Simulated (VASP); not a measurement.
Wanted: the native input for a VASP 6.6.1 run.

```yaml
Task: single point
Functional: PBE
Potentials_or_basis: VASP PAW PBE potentials, release 64 (Li_sv, Cu, Sn_d)
Cutoff: 520 eV
k_mesh: 12 × 12 × 8
Occupations: gaussian, width 0.1 eV
Spin: no spin polarisation
Dipole_correction: no
Further_INCAR_settings: ALGO = Fast; EDIFF = 1e-07; NBANDS = 29
```

The structure of LiCuSn2 lies in POSCAR:

```
LiCuSn2
1.0
    4.2457493766      0.0000000000      0.0000000000
   -2.1228746883      3.6769268182      0.0000000000
    0.0000000000      0.0000000000      5.4887119635
Li Cu Sn
1 1 2
Direct
    0.0000000000      0.0000000000      0.5000000000
    0.0000000000      0.0000000000      0.0000000000
    0.3333333333      0.6666666667      0.1984195012
    0.6666666667      0.3333333333      0.8015804988
```

The input as run:

INCAR

```
PREC = Accurate ; ENCUT = 520
EDIFF = 1E-7 ; ISMEAR = 0
SIGMA = 0.1 ; LREAL = F
LASPH = T ; NELM = 100
ALGO = Fast ; ISIF = 2
LWAVE = F ; LCHARG = T
GGA = PE ; LELF = T
LVHAR = T ; NBANDS = 29
```

KPOINTS

```
Automatic mesh
0
Gamma
  12 12 8
```

Potentials or basis: VASP PAW PBE potentials, release 64 (Li_sv, Cu, Sn_d).

Run with:

```bash
$ cat potpaw_PBE.64/Li_sv/POTCAR potpaw_PBE.64/Cu/POTCAR potpaw_PBE.64/Sn_d/POTCAR > POTCAR
$ mpirun -np 1 vasp_std > vasp.out
```

Results of the run:

- Largest force: 0.008 eV/Å
- Band gap on the k mesh: zero (bands 21 and 22 overlap by 3.18 eV)

Caveat: spin-orbit coupling is left out, which moves the levels of the heavy elements.

Wall time 13 min on 1 thread of Intel(R) Xeon(R) Platinum 8488C (Sapphire Rapids), with other jobs on the host, peak memory 0.42 GiB.
